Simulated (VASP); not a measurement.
# P (R-3m) in VASP: single point with PBE+D3(BJ)

Aim: the single point of P with PBE+D3(BJ).

Everything below comes from runs of VASP 6.6.1. Logs are shortened: lines on timing, memory, paths and dates and some standing lists are left out, and cuts for length are marked.

### 1 The cell of the first run

It takes space group R-3m (No. 166, trigonal). Conventional cell: a = 3.692 Å, b = 3.692 Å, c = 7.546 Å, α = 90.00°, β = 90.00°, γ = 120.00°. P (site symmetry 3m) has 6 P at 2.36 to 2.61 Å within 3.1 Å.

### 2 Single point, PBE+D3(BJ)

The input, INCAR:

```
PREC = Accurate
ENCUT = 520
EDIFF = 1E-6
ISMEAR = -1
SIGMA = 0.15
LREAL = F
LASPH = T
NELM = 80
ALGO = Normal
ISIF = 2
LWAVE = F
LCHARG = T
GGA = PE
IVDW = 12
LELF = T
LVHAR = T
NBANDS = 12
```

The input, KPOINTS:

```
Automatic mesh
0
Gamma
  24 24 24
  0.5 0.5 0.5
```

The input, POSCAR:

```
P
1.0
    1.8461897884      1.0658981713      2.5154377821
   -1.8461897884      1.0658981713      2.5154377821
    0.0000000000     -2.1317963426      2.5154377821
P
2
Direct
    0.2336660455      0.2336660455      0.2336660455
    0.7663339545      0.7663339545      0.7663339545
```

Potentials or basis: VASP PAW PBE potentials, release 64 (P).

Started as:

```
$ cat potpaw_PBE.64/P/POTCAR > POTCAR
$ mpirun -np 1 vasp_std > vasp.out
```

OUTCAR:

```text
PREC = Accurate
   ENCUT = 520
   EDIFF = 1E-6
   ISMEAR = -1
   LREAL = F
   LASPH = T
   NELM = 80
   ISIF = 2
   GGA = PE
   IVDW = 12
 IVDW          = 12

 ion  position               nearest neighbor table
   1  0.234  0.234  0.234-   2 2.36   2 2.36   2 2.36   2 2.61   2 2.61   2 2.61
   2  0.766  0.766  0.766-   1 2.36   1 2.36   1 2.36   1 2.61   1 2.61   1 2.61

  LATTYP: Found a trigonal (rhomboedric) cell.
 ALAT       =     3.2972690036
 COS(alpha) =     0.3729907834

  Lattice vectors:

 A1 = (   1.8461897884,   1.0658981713,   2.5154377821)
 A2 = (  -1.8461897884,   1.0658981713,   2.5154377821)
 A3 = (   0.0000000000,  -2.1317963426,   2.5154377821)

Analysis of symmetry for initial positions (statically):
=====================================================================
 Subroutine PRICEL returns:
 Original cell was already a primitive cell.

 Routine SETGRP: Setting up the symmetry group for a
 trigonal (rhombohedral) supercell.

 Subroutine GETGRP returns: Found 12 space group operations
 (whereof 12 operations were pure point group operations)
 out of a pool of 12 trial point group operations.

The static configuration has the point symmetry D_3d.

Analysis of symmetry for dynamics (positions and initial velocities):
=====================================================================
 Subroutine PRICEL returns:
 Original cell was already a primitive cell.

 Routine SETGRP: Setting up the symmetry group for a
 trigonal (rhombohedral) supercell.

 Subroutine GETGRP returns: Found 12 space group operations
 (whereof 12 operations were pure point group operations)
 out of a pool of 12 trial point group operations.

The dynamic configuration has the point symmetry D_3d.

 Subroutine INISYM returns: Found 12 space group operations
 (whereof 12 operations are pure point group operations),
 and found     1 'primitive' translations

----------------------------------------------------------------------------------------

                                     Primitive cell

  volume of cell :      29.7000

  direct lattice vectors                    reciprocal lattice vectors
     1.846189788  1.065898171  2.515437782     0.270828061  0.156362654  0.132515038
    -1.846189788  1.065898171  2.515437782    -0.270828061  0.156362654  0.132515038
     0.000000000 -2.131796343  2.515437782     0.000000000 -0.312725307  0.132515038

  length of vectors
     3.297269004  3.297269004  3.297269004     0.339642979  0.339642979  0.339642979

  position of ions in fractional coordinates (direct lattice)
     0.233666046  0.233666046  0.233666046
     0.766333954  0.766333954  0.766333954

  ion indices of the primitive-cell ions
   primitive index   ion index
                 1           1
                 2           2

----------------------------------------------------------------------------------------

 KPOINTS: Automatic mesh

Automatic generation of k-mesh.
 Grid dimensions read from file:
 generate k-points for:   24   24   24

 Generating k-lattice:

  Cartesian coordinates                     Fractional coordinates (reciprocal lattice)
     0.011284503  0.006515111  0.005521460     0.041666667  0.000000000 -0.000000000
    -0.011284503  0.006515111  0.005521460     0.000000000  0.041666667 -0.000000000
     0.000000000 -0.013030221  0.005521460    -0.000000000 -0.000000000  0.041666667

  Length of vectors
     0.014151791  0.014151791  0.014151791

  Shift w.r.t. Gamma in fractional coordinates (k-lattice)
     0.500000000  0.500000000  0.500000000

 Subroutine IBZKPT returns following result:
 ===========================================

 Found   1300 irreducible k-points:

 Following reciprocal coordinates:
            Coordinates               Weight
  0.020833  0.020833  0.020833      2.000000
  0.062500  0.020833  0.020833      6.000000
  0.104167  0.020833  0.020833      6.000000
  0.145833  0.020833  0.020833      6.000000
  0.187500  0.020833  0.020833      6.000000
  0.229167  0.020833  0.020833      6.000000
[... 16 lines left out ...]
 -0.062500  0.020833  0.020833      6.000000
 -0.020833  0.020833  0.020833      6.000000
 [... further k-points ...]
   k-points           NKPTS =   1300   k-points in BZ     NKDIM =   1300   number of bands    NBANDS=     12
   number of dos      NEDOS =    301   number of ions     NIONS =      2
   total plane-waves  NPLWV =  21952
   dimension x,y,z NGX =    28 NGY =   28 NGZ =   28
   dimension x,y,z NGXF=    56 NGYF=   56 NGZF=   56
   ions per type =               2
   NGX,Y,Z   is equivalent  to a cutoff of  14.12, 14.12, 14.12 a.u.
   NGXF,Y,Z  is equivalent  to a cutoff of  28.23, 28.23, 28.23 a.u.
 SYSTEM =  unknown system
   PREC   = accura    normal or accurate (medium, high low for compatibility)
   ISTART =      0    job   : 0-new  1-cont  2-samecut
   ICHARG =      2    charge: 1-file 2-atom 10-const
   ISPIN  =      1    spin polarized calculation?
   LNONCOLLINEAR =      F non collinear calculations
   LSORBIT =      F    spin-orbit coupling
   LASPH  =      T    aspherical Exc in radial PAW
   ENCUT  =  520.0 eV  38.22 Ry    6.18 a.u.   6.13  6.13  6.13*2*pi/ulx,y,z
   NELM   =     80;   NELMIN=  2; NELMDL= -5     # of ELM steps
   EDIFF  = 0.1E-05   stopping-criterion for ELM
   LREAL  =      F    real-space projection
[... 7 lines left out ...]
   TEBEG  =    0.0;   TEEND  =   0.0 temperature during run
   PSTRESS=    0.0 pullay stress
   NELECT =      10.0000    total number of electrons
   NUPDOWN=      -1.0000    fix difference up-down
   EMIN   =  10.00;   EMAX   =-10.00  energy-range for DOS
   EFERMI =   0.00;   METHOD = LEGACY
   ISMEAR =    -1;   SIGMA  =   0.15  broadening in eV -4-tet -1-fermi 0-gaus
   EFERMI_NEDOS =   21; number of points for ismear=-14 and -15
   IALGO  =     38    algorithm
   IMIX   =      4    mixing-type and parameters
     AMIX     =   0.40;   BMIX     =  1.00
     AMIX_MAG =   1.60;   BMIX_MAG =  1.00
  volume/ion in A,a.u.               =      14.85       100.21
  Fermi-wavevector in a.u.,A,eV,Ry     =   1.138909  2.152227 17.648318  1.297115
  Thomas-Fermi vector in A             =   2.275613
   LORBIT       =      0    0 simple, 1 ext, 2 COOP (PROOUT), +10 PAW based schemes
   GGA     = PE    functional components
   LHFCALC =     F    Hartree Fock is set to
   AEXX    =    0.0000 exact exchange contribution
   IVDW    =    12    specifies the selected vdW correction
   LEPSILON=     F    determine dielectric tensor
   LRPA    =     F    only Hartree local field effects (RPA)
 non-spin polarized calculation
  energy-cutoff  :      520.00
  volume of cell :       29.70
 maximum number of plane-waves:       816
 NGX is ok and might be reduce to    28
   NGX = 13   NGY = 13   NGZ = 13

 number of electron      10.0000000 magnetization

 number of electron       9.9999999 magnetization

 Free energy of the ion-electron system (eV)
  ---------------------------------------------------
  ext. energy  EPLUGINS =         0.00000000
  ---------------------------------------------------
  free energy    TOTEN  =       -10.31242739 eV

  energy without entropy =      -10.26086907  energy(sigma->0) =      -10.28664823

 E-fermi :   9.3148     XC(G=0): -11.2180

 val. band max:        9.3146930641   @ k =   0.1042   0.1042   0.0208
 cond. band min:       9.3156331150   @ k =  -0.1458   0.4375   0.1458
 fundamental gap:      0.0009400509
 Fermi energy:         9.3148214156

 k-point     1 :       0.0208    0.0208    0.0208
  band No.  band energies     occupation
      1      -6.9471      2.00000
      2       6.2617      2.00000
      3       6.2617      2.00000
      4       6.8115      2.00000
      5       9.0467      1.71317
      6      12.7852      0.00000
      7      12.7852      0.00000
      8      13.0947      0.00000
      9      15.1714      0.00000
     10      15.1714      0.00000
     11      17.0208      0.00000
     12      17.0208      0.00000

 k-point     2 :       0.0625    0.0208    0.0208
  band No.  band energies     occupation
      1      -6.9077      2.00000
      2       5.6672      2.00000
      3       6.3064      2.00000
      4       7.2359      2.00000
      5       9.0220      1.75129
      6      12.7686      0.00000
      7      12.9313      0.00000
      8      12.9884      0.00000
      9      14.5727      0.00000
     10      15.2859      0.00000
     11      16.9560      0.00000
     12      17.7348      0.00000

 k-point     3 :       0.1042    0.0208    0.0208
  band No.  band energies     occupation
      1      -6.8139      2.00000
      2       4.8280      2.00000
      3       6.3571      2.00000
      4       7.7818      1.99993
      5       8.9311      1.85621
      6      12.6348      0.00000
      7      12.7575      0.00000
      8      13.3251      0.00000
      9      13.9689      0.00000
     10      15.3134      0.00000
     11      17.0015      0.00000
     12      18.3233      0.00000

 k-point     4 :       0.1458    0.0208    0.0208
  band No.  band energies     occupation
      1      -6.6657      2.00000
      2       3.9486      2.00000
      3       6.4142      2.00000
      4       8.2338      1.99852
      5       8.8575      1.90949
      6      12.2284      0.00000
      7      12.5459      0.00000
      8      13.6750      0.00000
      9      13.7021      0.00000
     10      15.2396      0.00000
     11      17.2406      0.00000
     12      18.7972      0.00000

 k-point     5 :       0.1875    0.0208    0.0208
  band No.  band energies     occupation
      1      -6.4636      2.00000
      2       3.0580      2.00000
      3       6.4787      2.00000
      4       8.4311      1.99449
      5       8.9899      1.79428
      6      11.7827      0.00000
      7      12.0474      0.00000
      8      13.8010      0.00000
      9      13.9552      0.00000
     10      15.1524      0.00000
     11      17.7349      0.00000
     12      19.4594      0.00000
[... 228 lines left out ...]
      1      -6.5599      2.00000
      2       3.3422      2.00000
      3       6.1801      2.00000
      4       8.3779      1.99613
      5       9.1806      1.41970
      6      11.9755      0.00000
      7      12.9356      0.00000
      8      13.6949      0.00000
      9      13.9623      0.00000
     10      14.9882      0.00000
     11      17.7233      0.00000
     12      19.5625      0.00000

 k-point    22 :      -0.1042    0.0208    0.0208
  band No.  band energies     occupation
      1      -6.7382      2.00000
      2       4.1915      2.00000
      3       6.1797      2.00000
      4       8.4472      1.99387
      5       8.7689      1.94880
      6      12.3803      0.00000
      7      13.1418      0.00000
      8      13.5066      0.00000
      9      14.1147      0.00000
     10      14.8520      0.00000
     11      17.4837      0.00000
     12      18.5594      0.00000

 k-point    23 :      -0.0625    0.0208    0.0208
  band No.  band energies     occupation
      1      -6.8623      2.00000
      2       5.0101      2.00000
      3       6.1955      2.00000
      4       7.9872      1.99971
      5       8.8227      1.92754
      6      12.7506      0.00000
      7      13.0063      0.00000
      8      13.1409      0.00000
      9      14.6989      0.00000
     10      14.9203      0.00000
     11      17.3069      0.00000
     12      17.6453      0.00000

 k-point    24 :      -0.0208    0.0208    0.0208
  band No.  band energies     occupation
      1      -6.9320      2.00000
      2       5.7676      2.00000
      3       6.2240      2.00000
      4       7.3402      2.00000
      5       8.9706      1.81687
      6      12.8505      0.00000
      7      12.8644      0.00000
      8      13.0190      0.00000
      9      15.0399      0.00000
     10      15.2427      0.00000
     11      16.9627      0.00000
     12      17.1478      0.00000

 [... further k-points ...]

------------------------ aborting loop because EDIFF is reached ----------------------------------------

 Edisp (eV)   -0.95004

 E8    (eV) :    -0.3589

  FORCE on cell =-STRESS in cart. coord.  units (eV):
  Direction    XX          YY          ZZ          XY          YZ          ZX
  --------------------------------------------------------------------------------------
  -------------------------------------------------------------------------------------
  Total      -2.03258    -2.03258     1.37953     0.00000    -0.00000     0.00000
  in kB    -109.64791  -109.64791    74.41920     0.00000    -0.00000     0.00000
  external pressure =      -48.29 kB  Pullay stress =        0.00 kB

 VOLUME and BASIS-vectors are now :
 -----------------------------------------------------------------------------
  energy-cutoff  :      520.00
  volume of cell :       29.70
      direct lattice vectors                 reciprocal lattice vectors
     1.846189788  1.065898171  2.515437782     0.270828061  0.156362654  0.132515038
    -1.846189788  1.065898171  2.515437782    -0.270828061  0.156362654  0.132515038
     0.000000000 -2.131796343  2.515437782     0.000000000 -0.312725307  0.132515038

 POSITION                                       TOTAL-FORCE (eV/Angst)
 -----------------------------------------------------------------------------------
      0.00000      0.00000      1.76332         0.000000      0.000000      0.489628
      0.00000      0.00000      5.78300         0.000000     -0.000000     -0.489628
 -----------------------------------------------------------------------------------
    total drift:                                0.000000     -0.000000     -0.000000

  FREE ENERGIE OF THE ION-ELECTRON SYSTEM (eV)
  ---------------------------------------------------
  free  energy   TOTEN  =       -11.2624709474 eV

  energy  without entropy=      -11.2109126282  energy(sigma->0) =      -11.23669179
```

It took 6.9 min on 1 thread of Oxide Virtual Turin-like, shared host; peak memory 0.41 GiB.

Results:

```
Free energy                : -11.2625 eV
Pressure                   : -4.8 GPa
Largest force              : 0.490 eV/Å
Band gap on the k mesh     : zero (band 5 reaches 10.04 eV, above the bottom of band 6 at 7.74 eV)
Dispersion energy per atom : -0.475 eV
```

Forces in eV/Å, atoms in the order of the input:
```
P    0.000  0.000  0.490
P    0.000  0.000 -0.490
```

Stress tensor (GPa, compression positive):
```
-10.96   0.00   0.00
  0.00 -10.96   0.00
  0.00   0.00   7.44
```

Levels at points of the mesh, in eV from the Fermi level:
| k point | band 2 | band 3 | band 4 | band 5 | band 6 | band 7 | band 8 | band 9 |
| --- | --- | --- | --- | --- | --- | --- | --- | --- |
| (0.02, 0.02, 0.02) | -3.05 | -3.05 | -2.50 | -0.27 | 3.47 | 3.47 | 3.78 | 5.86 |

Caveat: pairwise dispersion overbinds metals, which lowers pressure and volume.
